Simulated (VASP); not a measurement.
## Si4F: single point with PBE

Si4F:

```xyz
5
Lattice="-2.7331 2.7331 2.8021 2.7331 -2.7331 2.8021 2.7331 2.7331 -2.8021" Properties=species:S:1:pos:R:3 pbc="T T T"
Si    1.3665    1.3665    1.4011
Si    1.3665    1.3665   -1.4011
Si   -1.3665    1.3665    1.4011
Si    1.3665   -1.3665    1.4011
F     0.0000    0.0000    2.8021
```

The cell was generated, and may not be a known phase.

```yaml
Program: VASP 6.6.1
Task: single point
Functional: PBE
Potentials_or_basis: VASP PAW PBE potentials, release 64 (Si, F)
Cutoff: 520 eV
k_mesh: 4 × 4 × 4
Occupations: gaussian, width 0.1 eV
Spin: no spin polarisation
Dipole_correction: no
Further_INCAR_settings: ALGO = Normal; EDIFF = 1e-06; NBANDS = 20
```

| Quantity | Value |
| --- | --- |
| Pressure | -0.5 GPa |
| Band gap on the k mesh | zero (an odd number of electrons rules out a gap without spin polarisation) |

Stress tensor (GPa, compression positive):
```
-1.29  0.00  0.00
 0.00 -1.29  0.00
 0.00  0.00  1.03
```

Levels at points of the mesh, in eV from the Fermi level:
```tsv
k point	band 10	band 11	band 12	band 13	band 14	band 15
(0.00, 0.00, 0.00)	-2.21	-2.21	0.02	0.32	0.32	2.22
(0.50, 0.00, 0.00)	-2.29	-0.25	0.96	1.30	1.99	2.08
(0.50, 0.50, 0.00)	-2.15	-0.07	1.27	1.52	1.90	2.16
(0.50, 0.50, 0.50)	-3.02	-0.12	-0.12	0.20	0.28	6.37
```

Wall time 8.9 s on 1 thread of Intel(R) Xeon(R) 6975P-C (Granite Rapids), on a shared host, peak memory 0.2 GiB.

Caveat: the k points lie up to 0.40 Å⁻¹ apart, too coarse for converged energies and pressures of a metal; an odd number of electrons without spin polarisation forces a metal; a magnetic or distorted state may lie lower.
